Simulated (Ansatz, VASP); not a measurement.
# HfB2 in VASP and in Ansatz

Contents of INCAR:

```
PREC     = Accurate       # precision mode
ENCUT    = 520            # plane-wave cutoff, eV
EDIFF    = 1E-6           # SCF threshold, eV
ISMEAR   = -1             # smearing method
SIGMA    = 0.05           # smearing width, eV
LREAL    = False          # projectors in reciprocal space
LASPH    = True           # aspherical terms in the spheres
NELM     = 80             # most SCF steps
ALGO     = Normal         # electronic algorithm
ISIF     = 2              # what is computed and relaxed
LWAVE    = False          # write WAVECAR
LCHARG   = False          # write CHGCAR
GGA      = PE             # functional
NBANDS   = 15             # bands
```

File KPOINTS:

```
Automatic mesh
0
Gamma
  13 13 11
```

File POSCAR:

```
HfB2
1.0
    3.1504320712      0.0000000000      0.0000000000
   -1.5752160356      2.7283542065      0.0000000000
    0.0000000000      0.0000000000      3.4915615467
Hf B
1 2
Direct
    0.0000000000      0.0000000000      0.0000000000
    0.3333333333      0.6666666667      0.5000000000
    0.6666666667      0.3333333333      0.5000000000
```

Input for Ansatz:

```yaml
crystal:
  lattice:
    - [3.1504320712, 0.0, 0.0]
    - [-1.5752160356, 2.7283542065, 0.0]
    - [0.0, 0.0, 3.4915615467]
  atoms:
    - { symbol: Hf, position: [0.0, 0.0, 0.0] }
    - { symbol: B, position: [0.3333333333, 0.6666666667, 0.5] }
    - { symbol: B, position: [0.6666666667, 0.3333333333, 0.5] }
kpoints:
  mp_grid: { grid: [13, 13, 11] }
  band_path:
    path:
      - [0.0, 0.0, 0.0]
      - [0.5, 0.0, 0.0]
      - [0.3333333333, 0.3333333333, 0.0]
      - [0.0, 0.0, 0.0]
      - [0.0, 0.0, 0.5]
      - [0.5, 0.0, 0.5]
      - [0.3333333333, 0.3333333333, 0.5]
      - [0.0, 0.0, 0.5]
      - [0.5, 0.0, 0.5]
    npoints: 5
scf:
  occupations: { method: fermi_dirac, width: 0.05 }
hamiltonian:
  xc: pbe
  pseudopotentials: { kind: all_electron, lapw: { basis_error: 0.0005 } }
output:
  forces: true
  stress: true
  eigenvalues: true
```

Change from the starting cell: volume scaled by 1.01.

Alike in both runs: task single point; functional PBE; k mesh 13 × 13 × 11; occupations fermi-dirac, width 0.05 eV; no spin polarisation.

```csv
,VASP,Ansatz
version,VASP 6.6.1,Ansatz 0.2.0
potentials or method,"VASP PAW PBE potentials, release 64 (Hf_pv, B), cutoff 520 eV","all-electron LAPW, scalar-relativistic"
```

|  | VASP | Ansatz | Ansatz less VASP |
| --- | --- | --- | --- |
| pressure (GPa) | -1.5 | -1.1 | +0.47 |
| traceless stress, the component that is largest in VASP (GPa) | 0.37 | 0.26 | -0.117 |

Ansatz ran all-electron here, and VASP with PAW potentials.

Spin-orbit coupling is off throughout.
